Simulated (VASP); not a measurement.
A run of VASP 6.6.1 is set up as follows.

INCAR

```
ALGO = Normal ; EDIFF = 1E-6
ENCUT = 520 ; GGA = PS
ISIF = 2 ; ISMEAR = 0
LASPH = True ; LCHARG = False
LREAL = False ; LWAVE = False
NBANDS = 45 ; NELM = 100
PREC = Accurate ; SIGMA = 0.1
```

Contents of KPOINTS:

```
k-points
0
Gamma
  3 3 6
```

Contents of POSCAR:

```
Si3N4
1.0
    7.6044000000      0.0000000000      0.0000000000
   -3.8022000000      6.5856035805      0.0000000000
    0.0000000000      0.0000000000      2.9063000000
Si N
6 8
Direct
    0.7684770000      0.1745570000      0.2500000000
    0.5939200000      0.7684770000      0.7500000000
    0.8254430000      0.5939200000      0.2500000000
    0.2315230000      0.8254430000      0.7500000000
    0.4060800000      0.2315230000      0.2500000000
    0.1745570000      0.4060800000      0.7500000000
    0.0305000000      0.3302400000      0.2500000000
    0.7002600000      0.0305000000      0.7500000000
    0.6697600000      0.7002600000      0.2500000000
    0.9695000000      0.6697600000      0.7500000000
    0.2997400000      0.9695000000      0.2500000000
    0.3302400000      0.2997400000      0.7500000000
    0.6666666667      0.3333333333      0.2500000000
    0.3333333333      0.6666666667      0.7500000000
```

Potentials or basis: VASP PAW PBE potentials, release 64 (Si, N).

Run with:

```sh
$ cat potpaw_PBE.64/Si/POTCAR potpaw_PBE.64/N/POTCAR > POTCAR
$ mpirun -np 1 vasp_std > vasp.out
```

**Question.** What does it give for the band gap on the k mesh?

**Answer.** 4.18 eV, indirect (least direct gap 4.38 eV).

**Question.** Predict the largest force.

**Answer.** 0.055 eV/Å.

**Question.** What does it give for the pressure?

**Answer.** 2.0 GPa.

Forces on the atoms (eV/Å):
```
Si  -0.053  0.013  0.000
Si  -0.038 -0.039  0.000
Si   0.015 -0.053  0.000
Si   0.053 -0.013  0.000
Si   0.038  0.039  0.000
Si  -0.015  0.053  0.000
N   -0.034 -0.028  0.000
N    0.007 -0.043  0.000
N    0.041 -0.015  0.000
N    0.034  0.028  0.000
N   -0.007  0.043  0.000
N   -0.041  0.015  0.000
N    0.000  0.000  0.000
N    0.000  0.000  0.000
```

Caveat: the PAW data sets were made with another functional, which shifts forces and pressure a little. As with any semilocal functional, this PBEsol gap is likely too small.
